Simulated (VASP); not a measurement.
AlRu, 2 atoms in the cell. It takes space group Pm-3m (No. 221, cubic). Conventional cell: a = 2.992 Å, b = 2.992 Å, c = 2.992 Å, α = 90.00°, β = 90.00°, γ = 90.00°. Within 3.4 Å of Al (site symmetry m-3m) lie 8 Ru at 2.59 Å and 6 Al at 2.99 Å. Within 3.4 Å of Ru (site symmetry m-3m) lie 8 Al at 2.59 Å and 6 Ru at 2.99 Å. 

| Item | Value |
| --- | --- |
| Program | VASP 6.6.1 |
| Task | single point |
| Functional | PBE |
| Potentials or basis | VASP PAW PBE potentials, release 64 (Al, Ru_pv) |
| Cutoff | 520 eV |
| k mesh | 16 × 16 × 16 |
| Occupations | fermi-dirac, width 0.05 eV |
| Spin | no spin polarisation |
| Dipole correction | no |
| Further INCAR settings | ALGO = Normal; EDIFF = 1e-07; NBANDS = 16 |

Potentials or basis: VASP PAW PBE potentials, release 64 (Al, Ru_pv).

Run with:

```bash
$ cat potpaw_PBE.64/Al/POTCAR potpaw_PBE.64/Ru_pv/POTCAR > POTCAR
$ mpirun -np 1 vasp_std > vasp.out
```

Hardware: 1 thread of Intel Xeon 6975P-C (shared host).

Task: Estimate the wall time of this run.

Result: Wall time 25 s on 1 thread of Intel Xeon 6975P-C, on a shared host, peak memory 0.19 GiB. Counts: scf iterations 13, k points 165.
